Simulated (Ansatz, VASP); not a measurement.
# Pt in VASP and in Ansatz

Contents of INCAR:

```
SYSTEM = Pt
  PREC = Accurate
  ENCUT = 520
  EDIFF = 1E-6
  ISMEAR = -1
  SIGMA = 0.1
  LREAL = .FALSE.
  LASPH = .TRUE.
  NELM = 60
  ALGO = Normal
  ISIF = 2
  LWAVE = .FALSE.
  LCHARG = .FALSE.
  GGA = PE
  NBANDS = 22
```

The input KPOINTS:

```
Automatic mesh
0
G
  9 9 13
  0 0 0
```

File POSCAR:

```
Pt
1.0
    4.4097056319      0.0000000000      0.0000000000
   -2.2048528159      3.8189171004      0.0000000000
    0.0000000000      0.0000000000      2.6288789045
Pt
3
Direct
    0.0000000000      0.0000000000      0.0000000000
    0.3333333333      0.6666666667      0.5000000000
    0.6666666667      0.3333333333      0.5000000000
```

Input for Ansatz:

```yaml
crystal:
  lattice:
    - [4.4097056319, 0.0, 0.0]
    - [-2.2048528159, 3.8189171004, 0.0]
    - [0.0, 0.0, 2.6288789045]
  atoms:
    - { symbol: Pt, position: [0.0, 0.0, 0.0] }
    - { symbol: Pt, position: [0.3333333333, 0.6666666667, 0.5] }
    - { symbol: Pt, position: [0.6666666667, 0.3333333333, 0.5] }
hamiltonian:
  xc: pbe
  pseudopotentials:
    kind: paw
    azcp:
      Pt: "pseudopotentials/Pt.paw.azcp"
basis:
  ecutwfc: 420
  fft_grid_basis: typed
kpoints:
  mp_grid: { grid: [9, 9, 13], shift: [0, 0, 0] }
magnetization:
  spin_polarized: false
scf:
  occupations: { method: fermi_dirac, width: 0.1 }
  lower_state_search: "off"
output:
  stress: true
  write_density: true
  write_potential: true
  elf: true
  volumetric_format: npy
```

Alike in both runs: task single point; functional PBE; k mesh 9 × 9 × 13; occupations fermi-dirac, width 0.1 eV; no spin polarisation.

|  | VASP | Ansatz |
| --- | --- | --- |
| version | VASP 6.6.1 | Ansatz 0.2.0 |
| potentials or method | VASP PAW PBE potentials, release 64 (Pt), cutoff 520 eV | plane waves (420 eV) with PAW, scalar-relativistic |
| valence electrons in the cell | 30 | 54 |

```csv
,VASP,Ansatz,Ansatz less VASP
pressure (GPa),23.8,24.4,+0.61
"traceless stress, the component that is largest in VASP (GPa)",0.77,0.76,-0.008
```

VASP's potentials hold 30 valence electrons a cell and Ansatz's 54, so a difference there can come from the potentials and not from the codes.

Spin-orbit coupling is off throughout.
